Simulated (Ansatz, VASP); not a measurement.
**SbSe4 in VASP and in Ansatz**

```
Sb Se
1.0
     4.99975    0.00000    0.00000
     0.00000    4.99975    0.00000
     0.00000    0.00000    5.25029
Sb Se
1 4
Cartesian
  0.0000 0.0000 0.0000
  0.0000 2.4999 2.6251
  2.4999 0.0000 2.6251
  2.4999 2.4999 2.6251
  2.4999 2.4999 0.0000
```

Alike in both runs: functional PBE; k mesh 4 × 4 × 2; occupations gaussian, width 0.1 eV; no spin polarisation.

Ansatz relaxed the structure, and its values are those at the end. VASP's run is a single point on that final structure, the one shown.

|  | VASP | Ansatz |
| --- | --- | --- |
| version | VASP 6.6.1 | Ansatz 0.2.0 |
| potentials or method | VASP PAW PBE potentials, release 64 (Sb, Se), cutoff 520 eV | scalar-relativistic, plane waves, PAW |
| valence electrons in the cell | 29 | 79 |

|  | VASP | Ansatz | Ansatz less VASP |
| --- | --- | --- | --- |
| gap on the k mesh at the Fermi level (eV) | none | none | - |
| pressure (GPa) | -0.1 | -0.1 | -0.02 |

A gap of «none» marks a metal or a gap that the smearing closes. VASP's potentials hold 29 valence electrons a cell and Ansatz's 79, so a difference there can come from the potentials and not from the codes.

The k mesh is coarse, so the values compare programs but aren't converged. Spin-orbit coupling is off throughout.
